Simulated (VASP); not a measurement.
Runs of VASP 6.6.1 on MnBr3. The structure is that of space group Pm-3m (No. 221), or close to it. The cells are those of the table. 

```csv
spin,cell,k mesh,gap on the mesh (eV),pressure (GPa),moment (μB)
"collinear, ferrimagnetic start","a = 5.259 Å, 4 atoms",6 × 6 × 6,none,-0.3,4.17
"collinear, ferrimagnetic start","a = 5.262 Å, 4 atoms",6 × 6 × 6,none,-0.3,4.17
"collinear, ferrimagnetic start","a = 5.269 Å, 4 atoms",4 × 4 × 4,none,-0.3,4.38
"collinear, ferromagnetic start","a = 5.210 Å, 4 atoms",4 × 4 × 4,none,0.4,4.38
"collinear, ferromagnetic start","a = 5.210 Å, 4 atoms",3 × 3 × 3,none,0.3,4.00
"collinear, ferrimagnetic start","a = 5.218 Å, 4 atoms",4 × 4 × 4,none,0.3,(a)
```

Alike in all rows: task single point; level PBE+U; potentials or basis VASP PAW PBE potentials, release 64 (Mn_pv, Br); Mn d U = 3.9 eV; cutoff (eV) 520; smearing gaussian 0.05 eV.

Q: Fill in the values left out.

A: (a) 4.37.

Caveats: some runs use coarse meshes.

A k mesh can miss the band edges, and the runs leave out spin-orbit coupling on Br.

A gap of «none» marks levels without a gap at the run's occupations.
